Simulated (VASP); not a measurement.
# MnS (F-43m) in VASP: further runs, part 2 of 2

VASP 6.6.1. The steps go on from the part before.

## Step 4: Single point, PBE+U, collinear spin, ferromagnetic start

INCAR

```
  PREC = Accurate
  ENCUT = 600
  EDIFF = 1E-6
  ISMEAR = 0
  SIGMA = 0.05
  LREAL = F
  LASPH = T
  NELM = 200
  ALGO = Normal
  ISIF = 2
  LWAVE = F
  LCHARG = T
  ISPIN = 2
  MAGMOM = 4.75 0.08
  LORBIT = 11
  LMAXMIX = 4
  LDAU = T
  LDAUTYPE = 2
  LDAUL = 2 -1
  LDAUU = 3 0
  LDAUJ = 0 0
  LDAUPRINT = 1
  GGA = PE
  LELF = T
  LVHAR = T
  NBANDS = 22
  GGA_COMPAT = F
```

KPOINTS

```
Automatic mesh
0
Gamma
  6 6 6
```

POSCAR

```
MnS
1.0
    0.0000000000      2.8000000000      2.8000000000
    2.8000000000      0.0000000000      2.8000000000
    2.8000000000      2.8000000000      0.0000000000
Mn S
1 1
Direct
    0.0000000000      0.0000000000      0.0000000000
    0.7500000000      0.7500000000      0.7500000000
```

Potentials or basis: VASP PAW PBE potentials, release 64 (Mn_sv, S).

On the command line:

```
cat potpaw_PBE.64/Mn_sv/POTCAR potpaw_PBE.64/S/POTCAR > POTCAR
mpirun -np 1 vasp_std > vasp.out
```

OUTCAR:

```text
PREC = Accurate
   ENCUT = 600
   EDIFF = 1E-6
   ISMEAR = 0
   LREAL = F
   LASPH = T
   NELM = 200
   ISIF = 2
   ISPIN = 2
   LORBIT = 11
   GGA = PE

 ion  position               nearest neighbor table
   1  0.000  0.000  0.000-   2 2.42   2 2.42   2 2.42   2 2.42
   2  0.750  0.750  0.750-   1 2.42   1 2.42   1 2.42   1 2.42

  LATTYP: Found a face centered cubic cell.
 ALAT       =     5.6000000000

  Lattice vectors:

 A1 = (   0.0000000000,   2.8000000000,   2.8000000000)
 A2 = (   2.8000000000,   0.0000000000,   2.8000000000)
 A3 = (   2.8000000000,   2.8000000000,   0.0000000000)

Analysis of symmetry for initial positions (statically):
=====================================================================
 Subroutine PRICEL returns:
 Original cell was already a primitive cell.

 Routine SETGRP: Setting up the symmetry group for a
 face centered cubic supercell.

[... 623 lines left out ...]
      2     -40.6103      1.00000
      3     -40.6103      1.00000
      4     -40.6103      1.00000
      5      -8.1323      1.00000
      6       2.3896      1.00000
[... 389 lines left out ...]
     21      19.0612      0.00000
     22      21.5633      0.00000

------------------------ aborting loop because EDIFF is reached ----------------------------------------

  FORCE on cell =-STRESS in cart. coord.  units (eV):
  Direction    XX          YY          ZZ          XY          YZ          ZX
  --------------------------------------------------------------------------------------
  -------------------------------------------------------------------------------------
  Total        0.9430277      0.9430277      0.9430277     -0.0000000     -0.0000000      0.0000000
  in kB       34.4136662     34.4136662     34.4136662     -0.0000000     -0.0000000      0.0000000
  external PRESSURE =      34.4136662 kB  Pullay stress =       0.0000000 kB

 VOLUME and BASIS-vectors are now :
 -----------------------------------------------------------------------------
  energy-cutoff  :      600.00
  volume of cell :       43.90
      direct lattice vectors                 reciprocal lattice vectors
     0.000000000  2.800000000  2.800000000    -0.178571429  0.178571429  0.178571429
     2.800000000  0.000000000  2.800000000     0.178571429 -0.178571429  0.178571429
     2.800000000  2.800000000  0.000000000     0.178571429  0.178571429 -0.178571429

 POSITION                                       TOTAL-FORCE (eV/Angst)
 -----------------------------------------------------------------------------------
      0.00000      0.00000      0.00000        -0.000000     -0.000000     -0.000000
      4.20000      4.20000      4.20000         0.000000      0.000000      0.000000
 -----------------------------------------------------------------------------------
    total drift:                               -0.000000     -0.000000     -0.000000

  FREE ENERGIE OF THE ION-ELECTRON SYSTEM (eV)
  ---------------------------------------------------
  free  energy   TOTEN  =       -13.0624870900 eV

  energy  without entropy=      -13.0624870900  energy(sigma->0) =      -13.06248709

 total charge

# of ion       s       p       d       tot
------------------------------------------
    1        2.154   6.025   4.647  12.826
    2        1.312   2.484   0.000   3.796
--------------------------------------------------
tot          3.466   8.509   4.647  16.621

 magnetization (x)

# of ion       s       p       d       tot
------------------------------------------
    1        0.034   0.029   4.283   4.346
    2        0.008   0.040   0.000   0.049
--------------------------------------------------
tot          0.042   0.069   4.283   4.395
```

OSZICAR:

```text
N       E                     dE             d eps       ncg     rms          rms(c)
DAV:   1     0.238659132487E+03    0.23866E+03   -0.11110E+04  1618   0.116E+03
DAV:   2     0.387516510335E+01   -0.23478E+03   -0.21971E+03  1432   0.366E+02
DAV:   3    -0.117583283178E+02   -0.15633E+02   -0.15322E+02  1982   0.107E+02
DAV:   4    -0.129869037388E+02   -0.12286E+01   -0.12145E+01  2528   0.255E+01
DAV:   5    -0.129956543148E+02   -0.87506E-02   -0.87487E-02  1828   0.216E+00    0.113E+01
DAV:   6    -0.127073653197E+02    0.28829E+00   -0.62544E+00  2232   0.333E+01    0.110E+01
DAV:   7    -0.130206171505E+02   -0.31325E+00   -0.56670E-01  1908   0.937E+00    0.690E+00
DAV:   8    -0.130507695009E+02   -0.30152E-01   -0.10003E-01  1900   0.436E+00    0.288E+00
DAV:   9    -0.130499946023E+02    0.77490E-03   -0.11140E-02  2238   0.131E+00    0.123E+00
DAV:  10    -0.130609583831E+02   -0.10964E-01   -0.50241E-03  2070   0.762E-01    0.295E-01
DAV:  11    -0.130622795271E+02   -0.13211E-02   -0.82229E-04  1882   0.325E-01    0.116E-01
DAV:  12    -0.130624008691E+02   -0.12134E-03   -0.12901E-04  2130   0.139E-01    0.712E-02
DAV:  13    -0.130624831265E+02   -0.82257E-04   -0.58253E-05  1696   0.560E-02    0.183E-02
DAV:  14    -0.130624843971E+02   -0.12707E-05   -0.57437E-06  2070   0.345E-02    0.727E-03
DAV:  15    -0.130624862699E+02   -0.18728E-05   -0.70706E-07  1568   0.777E-03    0.348E-03
DAV:  16    -0.130624870900E+02   -0.82010E-06   -0.63435E-07  1550   0.499E-03
   1 F= -.13062487E+02 E0= -.13062487E+02  d E =-.291220E-16  mag=     5.0000
```

Run time: 48 s. Hardware: 1 thread of Intel Xeon Platinum 8488C (Sapphire Rapids), shared host; peak memory 0.21 GiB.

Results:

```yaml
Free_energy: -13.0625 eV
Pressure: 3.4 GPa
Band_gap_on_the_k_mesh: 0.78 eV (least direct gap 1.16 eV)
Net_moment: 5.00 μB per cell
Site_moments: Mn +4.35; S +0.05 μB
Valence_electrons_inside_the_program's_atomic_spheres: Mn 12.83; S 3.80
```

Levels at points of the mesh, in eV from the valence-band top:
Spin up:
```
           k point  band 10  band 11  band 12  band 13  band 14  band 15  band 16  band 17
(0.00, 0.00, 0.00)    -4.14     0.00     0.00     0.00     1.16     6.01     6.01     6.01
(0.50, 0.00, 0.00)    -4.05    -3.82    -0.98    -0.98     3.10     6.36     6.36     7.00
(0.50, 0.50, 0.00)    -3.96    -3.36    -2.47    -2.47     2.72     4.38     9.31    10.89
```
Spin down:
```
           k point  band 4  band 5  band 6  band 7  band 8  band 9  band 10  band 11  band 12  band 13
(0.00, 0.00, 0.00)  -45.85  -13.38   -2.85   -2.85   -2.85    2.13     2.19     2.19     4.27     4.27
(0.50, 0.00, 0.00)  -45.85  -12.71   -4.98   -2.84   -2.84    2.08     2.33     2.33     3.21     3.21
(0.50, 0.50, 0.00)  -45.86  -12.50   -4.84   -3.08   -3.08    0.78     1.90     2.67     2.67     2.76
```

Eigenvalues of the final occupation matrices:
```csv
site,spin,trace,eigenvalues
site 1 d,1,4.48,0.90 0.90 0.90 0.90 0.90
site 1 d,2,0.18,0.01 0.01 0.05 0.05 0.05
```

Caveat: the cell stands under pressure; a cell with one magnetic atom can't hold antiferromagnetic order, which such compounds often take. The state reached can hang on the start; a lower one may exist.

## Step 5: Single point, PBE+U, collinear spin, ferromagnetic start

INCAR

```
SYSTEM = MnS
PREC = Accurate
ENCUT = 600
EDIFF = 1E-6
ISMEAR = 0
SIGMA = 0.05
LREAL = .FALSE.
LASPH = .TRUE.
NELM = 200
ALGO = Normal
ISIF = 2
LWAVE = .FALSE.
LCHARG = .TRUE.
ISPIN = 2
MAGMOM = 5 0
LORBIT = 11
LMAXMIX = 4
LDAU = .TRUE.
LDAUTYPE = 2
LDAUL = 2 -1
LDAUU = 3 0
LDAUJ = 0 0
LDAUPRINT = 1
GGA = PE
LELF = .TRUE.
LVHAR = .TRUE.
NBANDS = 22
GGA_COMPAT = .FALSE.
```

KPOINTS

```
Automatic mesh
0
G
  6 6 6
  0 0 0
```

POSCAR is that of step 4.

On the command line:

```
cat potpaw_PBE.64/Mn_sv/POTCAR potpaw_PBE.64/S/POTCAR > POTCAR
mpirun -np 1 vasp_std > vasp.out
```

Run time: 39 s. Hardware: 1 thread of Intel Xeon 6975P-C (Granite Rapids), shared host; peak memory 0.2 GiB.

The run converged. Its results:

```
Free energy                                           : -13.0625 eV
Pressure                                              : 3.4 GPa
Band gap on the k mesh                                : 0.78 eV (least direct gap 1.16 eV)
Net moment                                            : 5.00 μB per cell
Site moments                                          : Mn +4.35; S +0.05 μB
Valence electrons inside the program's atomic spheres : Mn 12.83; S 3.80
```

Levels at points of the mesh, in eV from the valence-band top:
Spin up:
```csv
k point,band 9,band 10,band 11,band 12,band 13,band 14,band 15,band 16,band 17,band 18
"(0.00, 0.00, 0.00)",-4.14,-4.14,0.00,0.00,0.00,1.16,6.01,6.01,6.01,10.70
"(0.50, 0.00, 0.00)",-4.05,-4.05,-3.82,-0.98,-0.98,3.10,6.36,6.36,7.00,11.14
"(0.50, 0.50, 0.00)",-4.03,-3.96,-3.36,-2.47,-2.47,2.72,4.38,9.31,10.89,10.89
```
Spin down:
```tsv
k point	band 5	band 6	band 7	band 8	band 9	band 10	band 11	band 12
(0.00, 0.00, 0.00)	-13.38	-2.85	-2.85	-2.85	2.13	2.19	2.19	4.27
(0.50, 0.00, 0.00)	-12.71	-4.98	-2.84	-2.84	2.08	2.33	2.33	3.21
(0.50, 0.50, 0.00)	-12.50	-4.84	-3.08	-3.08	0.78	1.90	2.67	2.67
```

Eigenvalues of the final occupation matrices:
```
    site  spin  trace               eigenvalues
site 1 d     1   4.48  0.90 0.90 0.90 0.90 0.90
site 1 d     2   0.18  0.01 0.01 0.05 0.05 0.05
```

Caveat: the cell stands under pressure; a cell with one magnetic atom can't hold antiferromagnetic order, which such compounds often take. A k mesh can miss the band edges.
